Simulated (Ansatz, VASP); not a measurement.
## SnTe in VASP and in Ansatz

File INCAR:

```
ALGO = Normal
EDIFF = 1E-6
ENCUT = 520
GGA = PS
ISIF = 2
ISMEAR = 0
LASPH = T
LCHARG = F
LREAL = F
LWAVE = F
NBANDS = 17
NELM = 100
PREC = Accurate
SIGMA = 0.03
```

Contents of KPOINTS:

```
k-points
0
Gamma
  10 10 10
```

Contents of POSCAR:

```
SnTe
1.0
    0.0000000000      3.1565000000      3.1565000000
    3.1565000000      0.0000000000      3.1565000000
    3.1565000000      3.1565000000      0.0000000000
Sn Te
1 1
Direct
    0.0000000000      0.0000000000      0.0000000000
    0.5000000000      0.5000000000      0.5084006033
```

Input for Ansatz:

```yaml
crystal:
  lattice:
    - [0.0, 3.1565, 3.1565]
    - [3.1565, 0.0, 3.1565]
    - [3.1565, 3.1565, 0.0]
  atoms:
    - { symbol: Sn, position: [0.0, 0.0, 0.0] }
    - { symbol: Te, position: [0.5, 0.5, 0.5084006033] }
basis:
  ecutwfc: 420
kpoints:
  mp_grid: { grid: [10, 10, 10] }
hamiltonian:
  xc: pbesol
scf:
  occupations: { method: gaussian, width: 0.03 }
output:
  forces: true
  stress: true
  eigenvalues: true
```

Change from the starting cell: all Te atoms moved +0.037 Å, as atom 2 along Cartesian [1 1 0].

Alike in both runs: task single point; functional PBEsol; k mesh 10 × 10 × 10; occupations gaussian, width 0.03 eV; no spin polarisation.

|  | VASP | Ansatz |
| --- | --- | --- |
| version | VASP 6.6.1 | Ansatz 0.2.0 |
| potentials or method | VASP PAW PBE potentials, release 64 (Sn_d, Te), cutoff 520 eV | scalar-relativistic, plane waves, PAW |
| valence electrons in the cell | 20 | 30 |

```tsv
	VASP	Ansatz	Ansatz less VASP
gap on the k mesh at the Fermi level (eV)	0.12	0.12	-0.001
least direct gap on the mesh (eV)	0.12	0.12	-0.001
pressure (GPa)	-0.5	-0.5	+0.02
```

VASP's potentials were made for PBE, not for PBEsol. With one functional, cell and mesh, what is left measures potentials, basis and numerics. VASP's potentials hold 20 valence electrons a cell and Ansatz's 30, so a difference there can come from the potentials and not from the codes.

Neither program's run includes spin-orbit coupling.
